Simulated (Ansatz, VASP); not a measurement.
# NbSi in VASP and in Ansatz

Contents of INCAR:

```
SYSTEM = NbSi
  PREC = Accurate
  ENCUT = 520
  EDIFF = 1E-6
  ISMEAR = -1
  SIGMA = 0.05
  LREAL = .FALSE.
  LASPH = .TRUE.
  NELM = 60
  ALGO = Normal
  ISIF = 2
  LWAVE = .FALSE.
  LCHARG = .FALSE.
  GGA = PE
  NBANDS = 16
```

The input KPOINTS:

```
Automatic mesh
0
G
  14 14 14
  0 0 0
```

The input POSCAR:

```
NbSi
1.0
    0.0000000000      2.5563778157      2.5563778157
    2.5563778157      0.0000000000      2.5563778157
    2.5563778157      2.5563778157      0.0000000000
Nb Si
1 1
Direct
    0.0000000000      0.0000000000      0.0000000000
    0.5000000000      0.5000000000      0.5000000000
```

Input for Ansatz:

```yaml
crystal:
  lattice:
    - [0.0, 2.5563778157, 2.5563778157]
    - [2.5563778157, 0.0, 2.5563778157]
    - [2.5563778157, 2.5563778157, 0.0]
  atoms:
    - { symbol: Nb, position: [0.0, 0.0, 0.0] }
    - { symbol: Si, position: [0.5, 0.5, 0.5] }
kpoints:
  mp_grid: { grid: [14, 14, 14] }
scf:
  occupations: { method: fermi_dirac, width: 0.05 }
hamiltonian:
  xc: pbe
  pseudopotentials: { kind: all_electron, lapw: { basis_error: 0.001 } }
output:
  forces: true
  stress: true
  eigenvalues: true
```

Change from the starting cell: volume scaled by 0.98.

Alike in both runs: task single point; functional PBE; k mesh 14 × 14 × 14; occupations fermi-dirac, width 0.05 eV; no spin polarisation.

|  | VASP | Ansatz |
| --- | --- | --- |
| version | VASP 6.6.1 | Ansatz 0.2.0 |
| potentials or method | VASP PAW PBE potentials, release 64 (Nb_sv, Si), cutoff 520 eV | all-electron LAPW, scalar-relativistic |

|  | VASP | Ansatz | Ansatz less VASP |
| --- | --- | --- | --- |
| pressure (GPa) | 3.0 | 3.2 | +0.15 |

Ansatz ran all-electron here, and VASP with PAW potentials.
